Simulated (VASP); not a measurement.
# TiAl3 (I4/mmm) in VASP: a series of runs

Runs on TiAl3. Level: PBE. Tasks: single point.

Everything below comes from runs of VASP 6.6.1. Logs are shortened: lines on timing, memory, paths and dates and some standing lists are left out, and cuts for length are marked.

## 1. The cell of the first run

The structure is tetragonal, space group I4/mmm (No. 139). The conventional cell has a = 3.747 Å, b = 3.747 Å, c = 7.879 Å, α = 90.00°, β = 90.00°, γ = 90.00°. Within 3.5 Å of Ti (site symmetry 4/mmm) lie 12 Al at 2.65 to 2.72 Å. Al (site symmetry 4/mmm) has 4 Ti at 2.65 Å and 8 Al at 2.72 Å within 3.5 Å. Within 3.5 Å of Al (site symmetry -4m2) lie 8 Al at 2.65 to 2.72 Å and 4 Ti at 2.72 Å.

## 2. Single point, PBE (strained)

Input file INCAR:

```
ALGO = Fast ; EDIFF = 1E-7
ENCUT = 520 ; GGA = PE
ISIF = 2 ; ISMEAR = 0
LASPH = True ; LCHARG = True
LELF = True ; LREAL = False
LVHAR = True ; LWAVE = False
NBANDS = 18 ; NELM = 100
PREC = Accurate ; SIGMA = 0.1
```

Input file KPOINTS:

```
k-points
0
Gamma
  16 16 16
```

Input file POSCAR:

```
TiAl3
1.0
   -1.8734770790      1.8734770790      3.9395422985
    1.8734770790     -1.8734770790      3.9395422985
    1.8734770790      1.8734770790     -3.9395422985
Ti Al
1 3
Direct
    0.0000000000      0.0000000000      0.0000000000
    0.5000000000      0.5000000000      0.0000000000
    0.7500000000      0.2500000000      0.5000000000
    0.2500000000      0.7500000000      0.5000000000
```

Potentials or basis: VASP PAW PBE potentials, release 64 (Ti_sv, Al).

The run is started by

```sh
$ cat potpaw_PBE.64/Ti_sv/POTCAR potpaw_PBE.64/Al/POTCAR > POTCAR
$ mpirun -np 1 vasp_std > vasp.out
```

OUTCAR:

```text
EDIFF = 1E-7
   ENCUT = 520
   GGA = PE
   ISIF = 2
   ISMEAR = 0
   LASPH = True
   LREAL = False
   NELM = 100
   PREC = Accurate

 ion  position               nearest neighbor table
   1  0.000  0.000  0.000-   2 2.65   2 2.65   2 2.65   2 2.65   4 2.72   3 2.72   4 2.72   3 2.72
                             3 2.72   3 2.72   4 2.72   4 2.72
   2  0.500  0.500  0.000-   1 2.65   1 2.65   1 2.65   1 2.65   4 2.72   3 2.72   4 2.72   3 2.72
                             4 2.72   4 2.72   3 2.72   3 2.72
   3  0.750  0.250  0.500-   4 2.65   4 2.65   4 2.65   4 2.65   2 2.72   1 2.72   2 2.72   1 2.72
                             2 2.72   2 2.72   1 2.72   1 2.72
   4  0.250  0.750  0.500-   3 2.65   3 2.65   3 2.65   3 2.65   2 2.72   1 2.72   2 2.72   1 2.72
                             1 2.72   1 2.72   2 2.72   2 2.72

  LATTYP: Found a body centered tetragonal cell.
 ALAT       =     3.7469541580
 C/A-ratio  =     2.1027971693

  Lattice vectors:

 A1 = (  -1.8734770790,   1.8734770790,   3.9395422985)
 A2 = (   1.8734770790,  -1.8734770790,   3.9395422985)
 A3 = (   1.8734770790,   1.8734770790,  -3.9395422985)

Analysis of symmetry for initial positions (statically):
=====================================================================
 Subroutine PRICEL returns:
 Original cell was already a primitive cell.

 Routine SETGRP: Setting up the symmetry group for a
 body centered tetragonal supercell.

 Subroutine GETGRP returns: Found 16 space group operations
 (whereof 16 operations were pure point group operations)
 out of a pool of 16 trial point group operations.

The static configuration has the point symmetry D_4h.

Analysis of symmetry for dynamics (positions and initial velocities):
=====================================================================
 Subroutine PRICEL returns:
 Original cell was already a primitive cell.

 Routine SETGRP: Setting up the symmetry group for a
 body centered tetragonal supercell.

 Subroutine GETGRP returns: Found 16 space group operations
 (whereof 16 operations were pure point group operations)
 out of a pool of 16 trial point group operations.

The dynamic configuration has the point symmetry D_4h.

 Subroutine INISYM returns: Found 16 space group operations
 (whereof 16 operations are pure point group operations),
 and found     1 'primitive' translations

----------------------------------------------------------------------------------------

                                     Primitive cell

  volume of cell :      55.3099

  direct lattice vectors                    reciprocal lattice vectors
    -1.873477079  1.873477079  3.939542299     0.000000000  0.266883436  0.126918297
     1.873477079 -1.873477079  3.939542299     0.266883436  0.000000000  0.126918297
     1.873477079  1.873477079 -3.939542299     0.266883436  0.266883436  0.000000000

  length of vectors
     4.747612690  4.747612690  4.747612690     0.295524995  0.295524995  0.377430175

  position of ions in fractional coordinates (direct lattice)
     0.000000000  0.000000000  0.000000000
     0.500000000  0.500000000  0.000000000
     0.750000000  0.250000000  0.500000000
     0.250000000  0.750000000  0.500000000

  ion indices of the primitive-cell ions
   primitive index   ion index
                 1           1
                 2           2
                 3           3
                 4           4

----------------------------------------------------------------------------------------

 KPOINTS: k-points

Automatic generation of k-mesh.
 Grid dimensions read from file:
 generate k-points for:   16   16   16

 Generating k-lattice:

  Cartesian coordinates                     Fractional coordinates (reciprocal lattice)
     0.000000000  0.016680215  0.007932394     0.062500000  0.000000000  0.000000000
     0.016680215  0.000000000  0.007932394     0.000000000  0.062500000  0.000000000
     0.016680215  0.016680215  0.000000000     0.000000000  0.000000000  0.062500000

  Length of vectors
     0.018470312  0.018470312  0.023589386

  Shift w.r.t. Gamma in fractional coordinates (k-lattice)
     0.000000000  0.000000000  0.000000000

 Subroutine IBZKPT returns following result:
 ===========================================

 Found    349 irreducible k-points:

 Following reciprocal coordinates:
            Coordinates               Weight
  0.000000  0.000000  0.000000      1.000000
  0.062500  0.000000  0.000000      8.000000
  0.125000  0.000000  0.000000      8.000000
  0.187500 -0.000000  0.000000      8.000000
  0.250000  0.000000  0.000000      8.000000
  0.312500  0.000000 -0.000000      8.000000
[... 16 lines left out ...]
 -0.125000  0.062500  0.000000     16.000000
 -0.062500  0.062500  0.000000      4.000000
 [... further k-points ...]
   k-points           NKPTS =    349   k-points in BZ     NKDIM =    349   number of bands    NBANDS=     18
   number of dos      NEDOS =    301   number of ions     NIONS =      4
   total plane-waves  NPLWV =  46656
   dimension x,y,z NGX =    36 NGY =   36 NGZ =   36
   dimension x,y,z NGXF=    72 NGYF=   72 NGZF=   72
   ions per type =               1   3
   NGX,Y,Z   is equivalent  to a cutoff of  12.61, 12.61, 12.61 a.u.
   NGXF,Y,Z  is equivalent  to a cutoff of  25.21, 25.21, 25.21 a.u.
 SYSTEM =  unknown system
   PREC   = accura    normal or accurate (medium, high low for compatibility)
   ISTART =      0    job   : 0-new  1-cont  2-samecut
   ICHARG =      2    charge: 1-file 2-atom 10-const
   ISPIN  =      1    spin polarized calculation?
   LNONCOLLINEAR =      F non collinear calculations
   LSORBIT =      F    spin-orbit coupling
   LASPH  =      T    aspherical Exc in radial PAW
   ENCUT  =  520.0 eV  38.22 Ry    6.18 a.u.   8.83  8.83  8.83*2*pi/ulx,y,z
   NELM   =    100;   NELMIN=  2; NELMDL= -5     # of ELM steps
   EDIFF  = 0.1E-06   stopping-criterion for ELM
   LREAL  =      F    real-space projection
   EDIFFG = 0.1E-05   stopping-criterion for IOM
   NSW    =      0    number of steps for IOM
   IBRION =     -1    ionic relax: 0-MD 1-quasi-New 2-CG
   NFREE  =      0    steps in history (QN), initial steepest desc. (CG)
   ISIF   =      2    stress and relaxation
   ISYM   =      2    0-nonsym 1-usesym 2-fastsym
   POTIM  = 0.5000    time-step for ionic-motion
   TEBEG  =    0.0;   TEEND  =   0.0 temperature during run
   PSTRESS=    0.0 pullay stress
   NELECT =      21.0000    total number of electrons
   NUPDOWN=      -1.0000    fix difference up-down
   EMIN   =  10.00;   EMAX   =-10.00  energy-range for DOS
   EFERMI =   0.00;   METHOD = LEGACY
   ISMEAR =     0;   SIGMA  =   0.10  broadening in eV -4-tet -1-fermi 0-gaus
   EFERMI_NEDOS =   21; number of points for ismear=-14 and -15
   IALGO  =     68    algorithm
   IMIX   =      4    mixing-type and parameters
     AMIX     =   0.40;   BMIX     =  1.00
     AMIX_MAG =   1.60;   BMIX_MAG =  1.00
  volume/ion in A,a.u.               =      13.83        93.31
  Fermi-wavevector in a.u.,A,eV,Ry     =   1.185442  2.240161 19.119906  1.405273
  Thomas-Fermi vector in A             =   2.321636
   LORBIT       =      0    0 simple, 1 ext, 2 COOP (PROOUT), +10 PAW based schemes
   GGA     = PE    functional components
   LHFCALC =     F    Hartree Fock is set to
   AEXX    =    0.0000 exact exchange contribution
   IVDW    =     0    specifies the selected vdW correction
   LEPSILON=     F    determine dielectric tensor
   LRPA    =     F    only Hartree local field effects (RPA)
 non-spin polarized calculation
 RMM-DIIS sequential band-by-band and
 Gauss-broadening in eV      SIGMA  =   0.10
  energy-cutoff  :      520.00
  volume of cell :       55.31
 maximum number of plane-waves:      1506
   NGX = 17   NGY = 17   NGZ = 17

 number of electron      21.0000002 magnetization

 Free energy of the ion-electron system (eV)
  ---------------------------------------------------
  ext. energy  EPLUGINS =         0.00000000
  ---------------------------------------------------
  free energy    TOTEN  =       -20.10068888 eV

  energy without entropy =      -20.09111443  energy(sigma->0) =      -20.09590165

 E-fermi :   9.7053     XC(G=0): -11.2971

 val. band max:        9.7039773145   @ k =  -0.1875  -0.2500   0.0625
 cond. band min:       9.7066676769   @ k =  -0.3125   0.5000   0.1250
 fundamental gap:      0.0026903625
 Fermi energy:         9.7052845935

 k-point     1 :       0.0000    0.0000    0.0000
  band No.  band energies     occupation
      1     -46.4172      2.00000
      2     -22.7765      2.00000
      3     -22.7765      2.00000
      4     -22.6838      2.00000
      5      -1.1089      2.00000
      6       7.1794      2.00000
[... 10 lines left out ...]
     17      14.2396      0.00000
     18      14.6905      0.00000

 k-point     2 :       0.0625    0.0000    0.0000
  band No.  band energies     occupation
      1     -46.4172      2.00000
      2     -22.7780      2.00000
      3     -22.7764      2.00000
      4     -22.6838      2.00000
      5      -1.0561      2.00000
      6       6.8350      2.00000
[... 10 lines left out ...]
     17      14.4509      0.00000
     18      14.7517      0.00000

 k-point     3 :       0.1250    0.0000    0.0000
  band No.  band energies     occupation
      1     -46.4169      2.00000
      2     -22.7823      2.00000
      3     -22.7761      2.00000
      4     -22.6838      2.00000
      5      -0.8984      2.00000
      6       6.3594      2.00000
[... 10 lines left out ...]
     17      14.6692      0.00000
     18      15.1871      0.00000

 k-point     4 :       0.1875   -0.0000    0.0000
  band No.  band energies     occupation
      1     -46.4166      2.00000
      2     -22.7887      2.00000
      3     -22.7757      2.00000
      4     -22.6837      2.00000
      5      -0.6380      2.00000
      6       5.8064      2.00000
[... 375 lines left out ...]
      4     -22.6833      2.00000
      5      -0.6432      2.00000
      6       6.0583      2.00000
[... 10 lines left out ...]
     17      14.7558      0.00000
     18      15.6467      0.00000

 k-point    23 :      -0.1250    0.0625    0.0000
  band No.  band energies     occupation
      1     -46.4169      2.00000
      2     -22.7822      2.00000
      3     -22.7776      2.00000
      4     -22.6835      2.00000
      5      -0.8845      2.00000
      6       6.6820      2.00000
[... 10 lines left out ...]
     17      14.6438      0.00000
     18      15.1540      0.00000

 k-point    24 :      -0.0625    0.0625    0.0000
  band No.  band energies     occupation
      1     -46.4171      2.00000
      2     -22.7780      2.00000
      3     -22.7777      2.00000
      4     -22.6836      2.00000
      5      -1.0227      2.00000
      6       7.1704      2.00000
[... 10 lines left out ...]
     17      14.5676      0.00000
     18      14.6661      0.00000

 [... further k-points ...]

------------------------ aborting loop because EDIFF is reached ----------------------------------------

  FORCE on cell =-STRESS in cart. coord.  units (eV):
  Direction    XX          YY          ZZ          XY          YZ          ZX
  --------------------------------------------------------------------------------------
  -------------------------------------------------------------------------------------
  Total        5.3806693      5.3806693     10.0370119      0.0000000      0.0000000      0.0000000
  in kB      155.8634763    155.8634763    290.7451599      0.0000000      0.0000000      0.0000000
  external PRESSURE =     200.8240375 kB  Pullay stress =       0.0000000 kB

 VOLUME and BASIS-vectors are now :
 -----------------------------------------------------------------------------
  energy-cutoff  :      520.00
  volume of cell :       55.31
      direct lattice vectors                 reciprocal lattice vectors
    -1.873477079  1.873477079  3.939542299     0.000000000  0.266883436  0.126918297
     1.873477079 -1.873477079  3.939542299     0.266883436  0.000000000  0.126918297
     1.873477079  1.873477079 -3.939542299     0.266883436  0.266883436  0.000000000

 POSITION                                       TOTAL-FORCE (eV/Angst)
 -----------------------------------------------------------------------------------
      0.00000      0.00000      0.00000         0.000000     -0.000000     -0.000000
      0.00000      0.00000      3.93954         0.000000     -0.000000     -0.000000
     -0.00000      1.87348      1.96977         0.000000      0.000000     -0.000000
      1.87348     -0.00000      1.96977        -0.000000      0.000000      0.000000
 -----------------------------------------------------------------------------------
    total drift:                               -0.000000      0.000000      0.000000

  FREE ENERGIE OF THE ION-ELECTRON SYSTEM (eV)
  ---------------------------------------------------
  free  energy   TOTEN  =       -20.1006888761 eV

  energy  without entropy=      -20.0911144257  energy(sigma->0) =      -20.09590165
```

Run time: 9.8 min. Hardware: 1 thread of Intel Xeon 6975P-C (Granite Rapids), shared host; peak memory 0.46 GiB.

What came out:

* Free energy: -20.1007 eV
* Pressure: 20.1 GPa
* Band gap on the k mesh: zero (an odd number of electrons rules out a gap without spin polarisation)

Levels at points of the mesh, in eV from the Fermi level:
```csv
k point,band 8,band 9,band 10,band 11,band 12,band 13,band 14,band 15
"(0.00, 0.00, 0.00)",-1.81,-1.62,-1.62,0.80,1.67,1.67,2.25,2.97
"(0.50, 0.00, 0.00)",-2.66,-1.41,-0.18,0.42,1.93,1.94,3.02,3.14
"(0.50, 0.50, 0.00)",-4.07,-2.97,-2.14,-0.97,1.89,2.09,3.38,3.40
"(0.50, 0.50, 0.50)",-1.28,-1.28,-0.34,0.69,0.69,1.02,3.42,5.72
```

Caveat: the cell differs from its parent crystal (strained); the stress differs along the axes, from 16 to 29 GPa.

## 3. Single point, PBE (strained)

Input file INCAR:

```
ALGO     = Fast           # electronic algorithm
EDIFF    = 1E-6           # SCF threshold, eV
ENCUT    = 520            # plane-wave cutoff, eV
GGA      = PE             # functional
ISIF     = 2              # what is computed and relaxed
ISMEAR   = 0              # smearing method
LASPH    = T              # aspherical terms in the spheres
LCHARG   = F              # write CHGCAR
LREAL    = F              # projectors in reciprocal space
LWAVE    = F              # write WAVECAR
NBANDS   = 18             # bands
NELM     = 100            # most SCF steps
PREC     = Accurate       # precision mode
SIGMA    = 0.1            # smearing width, eV
```

KPOINTS is that of step 2.

Input file POSCAR:

```
TiAl3
1.0
   -1.9227454115      1.9227454115      4.5635781953
    1.9227454115     -1.9227454115      4.5635781953
    1.9227454115      1.9227454115     -4.5635781953
Ti Al
1 3
Direct
    0.0000000000      0.0000000000      0.0000000000
    0.5000000000      0.5000000000      0.0000000000
    0.7500000000      0.2500000000      0.5000000000
    0.2500000000      0.7500000000      0.5000000000
```

Potentials or basis: VASP PAW PBE potentials, release 64 (Ti_sv, Al).

The run is started by

```sh
$ cat potpaw_PBE.64/Ti_sv/POTCAR potpaw_PBE.64/Al/POTCAR > POTCAR
$ mpirun -np 1 vasp_std > vasp.out
```

It took 9.6 min on 1 thread of Intel Xeon 6975P-C (Granite Rapids), shared host; peak memory 0.55 GiB.

Results (log left out):

| Quantity | Value |
| --- | --- |
| Free energy | -20.5327 eV |
| Pressure | -4.9 GPa |
| Band gap on the k mesh | zero (an odd number of electrons rules out a gap without spin polarisation) |

Stress tensor (GPa, compression positive):
```
 -1.95   0.00   0.00
  0.00  -1.95   0.00
  0.00   0.00 -10.75
```

Levels at points of the mesh, in eV from the Fermi level:
```tsv
k point	band 7	band 8	band 9	band 10	band 11	band 12	band 13	band 14	band 15	band 16
(0.00, 0.00, 0.00)	-2.90	-1.18	-0.97	-0.97	0.83	1.88	1.88	2.29	2.30	3.08
(0.50, 0.00, 0.00)	-3.51	-3.19	-0.86	-0.39	0.58	1.76	2.24	2.45	3.28	3.76
(0.50, 0.50, 0.00)	-4.21	-3.62	-2.51	-2.29	-1.01	1.70	1.90	2.28	2.50	2.51
(0.50, 0.50, 0.50)	-1.68	-0.65	-0.65	-0.26	0.72	0.72	0.90	2.90	4.23	5.07
```

Caveat: the cell differs from its parent crystal (strained); the stress differs along the axes, from -11 to -2 GPa.

## 4. Single point, PBE (strained)

Input file INCAR:

```
PREC = Accurate
ENCUT = 520
EDIFF = 1E-7
ISMEAR = 0
SIGMA = 0.1
LREAL = F
LASPH = T
NELM = 100
ALGO = Fast
ISIF = 2
LWAVE = F
LCHARG = F
GGA = PE
NBANDS = 18
```

Input file KPOINTS:

```
Automatic mesh
0
Gamma
  16 16 16
```

Input file POSCAR:

```
TiAl3
1.0
   -2.0202883011      2.0202883011      4.1399632114
    2.0202883011     -2.0202883011      4.1399632114
    2.0202883011      2.0202883011     -4.1399632114
Ti Al
1 3
Direct
    0.0000000000      0.0000000000      0.0000000000
    0.5000000000      0.5000000000      0.0000000000
    0.7500000000      0.2500000000      0.5000000000
    0.2500000000      0.7500000000      0.5000000000
```

The run is started by

```sh
$ cat potpaw_PBE.64/Ti_sv/POTCAR potpaw_PBE.64/Al/POTCAR > POTCAR
$ mpirun -np 1 vasp_std > vasp.out
```

Wall time 22 min (1 thread of Intel Xeon 6975P-C (Granite Rapids), shared host); peak memory 0.57 GiB.

The run converged. Its results:

```
Free energy            : -20.4259 eV
Pressure               : -5.3 GPa
Band gap on the k mesh : zero (an odd number of electrons rules out a gap without spin polarisation)
```

Stress tensor (GPa, compression positive):
```
-9.48  0.00  0.00
 0.00 -9.48  0.00
 0.00  0.00  3.16
```

Levels at points of the mesh, in eV from the Fermi level:
```tsv
k point	band 7	band 8	band 9	band 10	band 11	band 12	band 13	band 14	band 15	band 16
(0.00, 0.00, 0.00)	-1.91	-1.45	-1.45	-1.44	0.62	1.19	1.19	1.52	2.11	3.61
(0.50, 0.00, 0.00)	-3.31	-2.61	-1.29	-0.07	0.30	1.39	1.53	2.30	2.50	4.05
(0.50, 0.50, 0.00)	-4.39	-3.55	-2.83	-2.00	-0.73	1.36	1.53	2.60	3.01	3.10
(0.50, 0.50, 0.50)	-2.31	-1.42	-1.42	-0.26	0.58	0.58	0.79	2.86	3.97	5.78
```

Caveat: the cell differs from its parent crystal (strained); the stress differs along the axes, from -9 to 3 GPa.

## 5. Overview

| cell | further INCAR settings | gap on the mesh (eV) | pressure (GPa) |
| --- | --- | --- | --- |
| a = 4.748 Å, angles 133.5, 133.5, 67.8°, 4 atoms | ALGO = Fast; EDIFF = 1e-07; NBANDS = 18 | none | 20.1 |
| a = 5.312 Å, angles 137.6, 137.6, 61.6°, 4 atoms | ALGO = Fast; EDIFF = 1e-06; NBANDS = 18 | none | -4.9 |
| a = 5.030 Å, angles 132.6, 132.6, 69.2°, 4 atoms | ALGO = Fast; EDIFF = 1e-07; NBANDS = 18 | none | -5.3 |

Alike in all rows: task single point; level PBE; potentials or basis VASP PAW PBE potentials, release 64 (Ti_sv, Al); no spin polarisation; k mesh 16 × 16 × 16; cutoff (eV) 520; smearing gaussian 0.1 eV.

Caveats: the stress differs along the axes, from 16 to 29 GPa (at least some runs); the stress differs along the axes, from -11 to -2 GPa (at least some runs); the stress differs along the axes, from -9 to 3 GPa (at least some runs).

Total energies depend on the potentials used, so only differences within one code and one set of settings carry meaning.
